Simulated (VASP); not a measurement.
Here is a VASP 6.6.1 calculation.

The input INCAR:

```
PREC = Accurate
ENCUT = 520
EDIFF = 1E-6
ISMEAR = 0
SIGMA = 0.01
LREAL = Auto
LASPH = True
NELM = 100
ALGO = Normal
ISIF = 2
LWAVE = False
LCHARG = False
GGA = PE
IVDW = 12
NBANDS = 126
```

KPOINTS

```
Automatic mesh
0
Gamma
  2 2 2
  0.5 0.5 0.5
```

The input POSCAR:

```
BN
1.0
    0.0000000000     -6.6789644132      4.3376638254
    0.0000000000      6.6789644132      4.3376638254
   -7.5230548018      0.0000000000     -4.3376638254
B N
24 24
Direct
    0.6667201036      0.1667201036      0.8333333333
    0.1667201036      0.1667201036      0.8333333333
    0.6667201036      0.1667201036      0.3333333333
    0.1667201036      0.1667201036      0.3333333333
    0.8333867702      0.3333867702      0.1666666667
    0.3333867702      0.3333867702      0.1666666667
    0.0000534369      0.5000534369      1.0000000000
    0.6667201036      0.6667201036      0.8333333333
    0.5000534369      0.5000534369      1.0000000000
    0.1667201036      0.6667201036      0.8333333333
    0.8333867702      0.3333867702      0.6666666667
    0.3333867702      0.3333867702      0.6666666667
    0.0000534369      0.5000534369      0.5000000000
    0.6667201036      0.6667201036      0.3333333333
    0.5000534369      0.5000534369      0.5000000000
    0.1667201036      0.6667201036      0.3333333333
    0.8333867702      0.8333867702      0.1666666667
    0.3333867702      0.8333867702      0.1666666667
    0.0000534369      0.0000534369      1.0000000000
    0.5000534369      0.0000534369      1.0000000000
    0.8333867702      0.8333867702      0.6666666667
    0.3333867702      0.8333867702      0.6666666667
    0.0000534369      0.0000534369      0.5000000000
    0.5000534369      0.0000534369      0.5000000000
    0.9999632248      0.4999632248      0.8333333333
    0.4999632248      0.4999632248      0.8333333333
    0.9999632248      0.4999632248      0.3333333333
    0.4999632248      0.4999632248      0.3333333333
    0.1666298914      0.6666298914      0.1666666667
    0.6666298914      0.6666298914      0.1666666667
    0.3332965581      0.8332965581      1.0000000000
    0.9999632248      0.9999632248      0.8333333333
    0.8332965581      0.8332965581      1.0000000000
    0.4999632248      0.9999632248      0.8333333333
    0.1666298914      0.6666298914      0.6666666667
    0.6666298914      0.6666298914      0.6666666667
    0.3332965581      0.8332965581      0.5000000000
    0.9999632248      0.9999632248      0.3333333333
    0.8332965581      0.8332965581      0.5000000000
    0.4999632248      0.9999632248      0.3333333333
    0.1666298914      0.1666298914      0.1666666667
    0.6666298914      0.1666298914      0.1666666667
    0.3332965581      0.3332965581      1.0000000000
    0.8332965581      0.3332965581      1.0000000000
    0.1666298914      0.1666298914      0.6666666667
    0.6666298914      0.1666298914      0.6666666667
    0.3332965581      0.3332965581      0.5000000000
    0.8332965581      0.3332965581      0.5000000000
```

Potentials or basis: VASP PAW PBE potentials, release 64 (B, N).

Launch:

```console
$ cat potpaw_PBE.64/B/POTCAR potpaw_PBE.64/N/POTCAR > POTCAR
$ mpirun -np 1 vasp_std > vasp.out
```

Task: Predict the band gap on the k mesh.

Result: 3.99 eV.

Task: What does it give for the largest force?

Result: 0.007 eV/Å.

Forces on the atoms (eV/Å):
```
B    0.000  0.000  0.007
B    0.000  0.000  0.007
B    0.000  0.000  0.007
B    0.000  0.000  0.007
B    0.000  0.000  0.007
B    0.000  0.000  0.007
B    0.000  0.000  0.007
B    0.000  0.000  0.007
B    0.000  0.000  0.007
B    0.000  0.000  0.007
B    0.000  0.000  0.007
B    0.000  0.000  0.007
B    0.000  0.000  0.007
B    0.000  0.000  0.007
B    0.000  0.000  0.007
B    0.000  0.000  0.007
B    0.000  0.000  0.007
B    0.000  0.000  0.007
B    0.000  0.000  0.007
B    0.000  0.000  0.007
B    0.000  0.000  0.007
B    0.000  0.000  0.007
B    0.000  0.000  0.007
B    0.000  0.000  0.007
N    0.000  0.000 -0.007
N    0.000  0.000 -0.007
N    0.000  0.000 -0.007
N    0.000  0.000 -0.007
N    0.000  0.000 -0.007
N    0.000  0.000 -0.007
N    0.000  0.000 -0.007
N    0.000  0.000 -0.007
N    0.000  0.000 -0.007
N    0.000  0.000 -0.007
N    0.000  0.000 -0.007
N    0.000  0.000 -0.007
N    0.000  0.000 -0.007
N    0.000  0.000 -0.007
N    0.000  0.000 -0.007
N    0.000  0.000 -0.007
N    0.000  0.000 -0.007
N    0.000  0.000 -0.007
N    0.000  0.000 -0.007
N    0.000  0.000 -0.007
N    0.000  0.000 -0.007
N    0.000  0.000 -0.007
N    0.000  0.000 -0.007
N    0.000  0.000 -0.007
```

Caveat: a shifted mesh leaves out Γ, where band edges can lie. A k mesh can miss the band edges.
